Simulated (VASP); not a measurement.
A run of VASP 6.6.1 is set up as follows.

The input POSCAR:

```
BaCaF4
1.0
    4.0706561968      0.0000000000      0.0000000000
    0.0000000000      4.0706561968      0.0000000000
    0.0000000000      0.0000000000      5.9647002897
Ca F Ba
1 4 1
Direct
    0.0000000000      0.0000000000      0.0000000000
    0.0000000000      0.5000000000      0.7772761517
    0.0000000000      0.5000000000      0.2227238483
    0.5000000000      0.0000000000      0.2227238483
    0.5000000000      0.0000000000      0.7772761517
    0.5000000000      0.5000000000      0.5000000000
```

File INCAR.step1:

```
SYSTEM = BaCaF4
PREC = Accurate
ENCUT = 520
ISMEAR = 0
SIGMA = 0.01
LREAL = .False.
LASPH = .True.
NELM = 60
NBANDS = 33
GGA = PE
ALGO = Normal
EDIFF = 1E-4
LWAVE = .True.
LCHARG = .False.
```

INCAR.step2

```
SYSTEM = BaCaF4
PREC = Accurate
ENCUT = 520
EDIFF = 1E-6
ISMEAR = 0
SIGMA = 0.01
LREAL = .False.
LASPH = .True.
NELM = 60
ALGO = Normal
ISIF = 2
LWAVE = .False.
LCHARG = .True.
METAGGA = R2SCAN
LMIXTAU = .True.
LELF = .True.
LVHAR = .True.
NBANDS = 33
ISTART = 1
```

The input KPOINTS:

```
regular mesh
0
Gamma
  6 6 4
  0 0 0
```

Potentials or basis: VASP PAW PBE potentials, release 64 (Ca_sv, F, Ba_sv).

Launch:

```sh
$ cat potpaw_PBE.64/Ca_sv/POTCAR potpaw_PBE.64/F/POTCAR potpaw_PBE.64/Ba_sv/POTCAR > POTCAR
$ cp INCAR.step1 INCAR
$ mpirun -np 1 vasp_std > vasp.out
$ cp INCAR.step2 INCAR
$ mpirun -np 1 vasp_std > vasp.out
```

(1) Predict the band gap on the k mesh.

(2) Estimate the pressure.

(3) What does it give for the largest force?

Answers

(1) 6.72 eV, indirect (least direct gap 6.98 eV).

(2) 1.0 GPa.

(3) 0.058 eV/Å.

Caveat: the PAW data sets were made with another functional, which shifts forces and pressure a little; spin-orbit coupling is left out, which moves the levels of the heavy elements.
